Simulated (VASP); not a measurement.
Write the native input for VASP 6.6.1 that does the following.

```yaml
Task: single point
Functional: PBEsol
Potentials_or_basis: VASP PAW PBE potentials, release 64 (Ba_sv)
Cutoff: 520 eV
k_mesh: 7 × 7 × 4
Occupations: methfessel-paxton, width 0.1 eV
Spin: no spin polarisation
Dipole_correction: no
Further_INCAR_settings: ALGO = Normal; EDIFF = 1e-06; NBANDS = 17
```

The structure of Ba lies in POSCAR:

```
Ba
1.0
    3.5917700000     -2.5169000000      0.0000000000
    3.5917700000      2.5169000000      0.0000000000
    0.0000000000      0.0000000000      7.1900500000
Ba
2
Direct
    0.7467700000      0.2532300000      0.2500000000
    0.2532300000      0.7467700000      0.7500000000
```

These files were run (other wordings do the same):

INCAR

```
SYSTEM = Ba
ALGO     = Normal         ! electronic algorithm
EDIFF    = 1E-6           ! SCF threshold, eV
ENCUT    = 520            ! plane-wave cutoff, eV
GGA      = PS             ! functional
ISIF     = 2              ! what is computed and relaxed
ISMEAR   = 1              ! smearing method
LASPH    = .TRUE.         ! aspherical terms in the spheres
LCHARG   = .FALSE.        ! write CHGCAR
LREAL    = .FALSE.        ! projectors in reciprocal space
LWAVE    = .FALSE.        ! write WAVECAR
NBANDS   = 17             ! bands
NELM     = 100            ! most SCF steps
PREC     = Accurate       ! precision mode
SIGMA    = 0.1            ! smearing width, eV
```

KPOINTS

```
k-points
0
G
  7 7 4
  0 0 0
```

Potentials or basis: VASP PAW PBE potentials, release 64 (Ba_sv).

The run is started by

```bash
$ cat potpaw_PBE.64/Ba_sv/POTCAR > POTCAR
$ mpirun -np 1 vasp_std > vasp.out
```

Results of the run:

```
Pressure               : -0.8 GPa
Largest force          : 0.022 eV/Å
Band gap on the k mesh : zero (bands 10 and 11 overlap by 0.84 eV)
```

Caveat: the PAW data sets were made with another functional, which shifts forces and pressure a little; spin-orbit coupling is left out, which moves the levels of the heavy elements.

Run time: 82 s on 1 thread of Intel Xeon 8259CL, with other jobs on the host, peak memory 0.29 GiB.
